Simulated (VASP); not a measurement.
Set up this calculation in VASP 6.6.1, as the native input.

- Task: single point
- Functional: PBE
- Potentials or basis: VASP PAW PBE potentials, release 64 (Al, Sc_sv, N)
- Cutoff: 520 eV
- k mesh: 4 × 4 × 5
- Occupations: gaussian, width 0.01 eV
- Spin: no spin polarisation
- Dipole correction: no
- Further INCAR settings: LREAL = Auto; ALGO = Normal; EDIFF = 1e-07; NBANDS = 54

The structure of ScAl3N4 (wurtzite Al6Sc2N8) lies in POSCAR:

```
ScAl3N4
1.0
    6.5127588293     -0.0158294378      0.0000000000
   -3.2700881100      5.6639587517      0.0000000000
    0.0000000000      0.0000000000      5.0527970385
Al Sc N
6 2 8
Direct
    0.3354297161      0.1645798708      0.4992135995
    0.1699675629      0.8349837814     -0.0046706669
    0.3354297161      0.6708498453      0.4992135995
    0.6645702839      0.3354201292     -0.0007864005
    0.6645702839      0.8291501547     -0.0007864005
    0.8300324371      0.6650162186      0.4953293331
    0.1772365304      0.3386182652     -0.0099200687
    0.8227634696      0.1613817348      0.4900799313
    0.1824964802      0.3412482401      0.4132514323
    0.3451514246      0.1547394190      0.8757696716
    0.1650450390      0.8325225195      0.3793727613
    0.3451514246      0.6904120055      0.8757696716
    0.6548485754      0.3452605810      0.3757696716
    0.8175035198      0.1587517599      0.9132514323
    0.6548485754      0.8095879945      0.3757696716
    0.8349549610      0.6674774805      0.8793727613
```

One way to write it, as run:

INCAR

```
SYSTEM = ScAl3N4
  PREC = Accurate
  ENCUT = 520
  EDIFF = 1E-7
  ISMEAR = 0
  SIGMA = 0.01
  LREAL = Auto
  LASPH = .TRUE.
  NELM = 80
  ALGO = Normal
  ISIF = 2
  LWAVE = .FALSE.
  LCHARG = .FALSE.
  GGA = PE
  NBANDS = 54
```

KPOINTS

```
Automatic mesh
0
G
  4 4 5
  0 0 0
```

Potentials or basis: VASP PAW PBE potentials, release 64 (Al, Sc_sv, N).

The run is started by

```console
$ cat potpaw_PBE.64/Al/POTCAR potpaw_PBE.64/Sc_sv/POTCAR potpaw_PBE.64/N/POTCAR > POTCAR
$ mpirun -np 1 vasp_std > vasp.out
```

It gave:

The pressure is -1.8 GPa. The largest force is 0.070 eV/Å. The band gap on the k mesh is 3.62 eV, direct.

Wall time 3.8 min on 1 thread of Intel(R) Xeon(R) 6975P-C (Granite Rapids) (shared host), peak memory 0.36 GiB.
